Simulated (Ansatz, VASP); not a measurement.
InSb in VASP and in Ansatz

Contents of INCAR:

```
SYSTEM = InSb
ALGO = Normal
EDIFF = 1E-8
ENCUT = 520
GGA = PE
GGA_COMPAT = .False.
ISIF = 2
ISMEAR = -1
LASPH = .True.
LCHARG = .False.
LEFG = .True.
LNONCOLLINEAR = .True.
LORBIT = 11
LORBMOM = .True.
LREAL = .False.
LSORBIT = .True.
LWAVE = .False.
MAGMOM = 0 0 0 0 0 0
NBANDS = 30
NELM = 150
PREC = Accurate
SIGMA = 0.05
```

The input KPOINTS:

```
k-points
0
Gamma
  9 9 9
  0 0 0
```

The input POSCAR:

```
InSb
1.0
    0.0000000000      3.2391000000      3.2391000000
    3.2391000000      0.0000000000      3.2391000000
    3.2391000000      3.2391000000      0.0000000000
In Sb
1 1
Direct
    0.0000000000      0.0000000000      0.0000000000
    0.7500000000      0.7500000000      0.7500000000
```

Input for Ansatz:

```yaml
crystal:
  lattice:
    - [0.0, 3.2391, 3.2391]
    - [3.2391, 0.0, 3.2391]
    - [3.2391, 3.2391, 0.0]
  atoms:
    - { symbol: In, position: [0.0, 0.0, 0.0] }
    - { symbol: Sb, position: [0.75, 0.75, 0.75] }
kpoints:
  mp_grid: { grid: [9, 9, 9] }
  band_path:
    path:
      - [0.0, 0.0, 0.0]
      - [-0.5, -0.5, 0.0]
      - [-0.375, -0.375, 0.25]
      - [-0.375, 0.0, 0.375]
      - [0.0, 0.0, 0.0]
      - [0.0, 0.0, 0.5]
      - [-0.5, -0.25, 0.25]
      - [-0.5, -0.5, 0.0]
    npoints: 5
scf:
  occupations: { method: fermi_dirac, width: 0.05 }
hamiltonian:
  xc: pbe
  pseudopotentials: { kind: paw_fr }
output:
  forces: true
  stress: true
  eigenvalues: true
  efg: { contact_densities: true }
magnetization:
  noncollinear: true
  spin_orbit: true
```

Alike in both runs: task electric field gradients; functional PBE; k mesh 9 × 9 × 9; occupations fermi-dirac, width 0.05 eV; non-collinear spin, spin-orbit coupling.

|  | VASP | Ansatz |
| --- | --- | --- |
| version | VASP 6.6.1 | Ansatz 0.2.0 |
| potentials or method | VASP PAW PBE potentials, release 64 (In_d, Sb) | PAW with Ansatz's default frozen-core files, fully relativistic files with spin-orbit coupling |
| plane-wave cutoff (eV) | 520 | 420 |
| valence electrons in the cell | 18 | 28 |

|  | VASP | Ansatz | Ansatz less VASP |
| --- | --- | --- | --- |
| pressure (GPa) | 3.2 | 3.1 | -0.02 |

The functional is the same, so the differences come from potentials, cutoffs and numerics. VASP's potentials hold 18 valence electrons a cell and Ansatz's 28, so a difference there can come from the potentials and not from the codes.
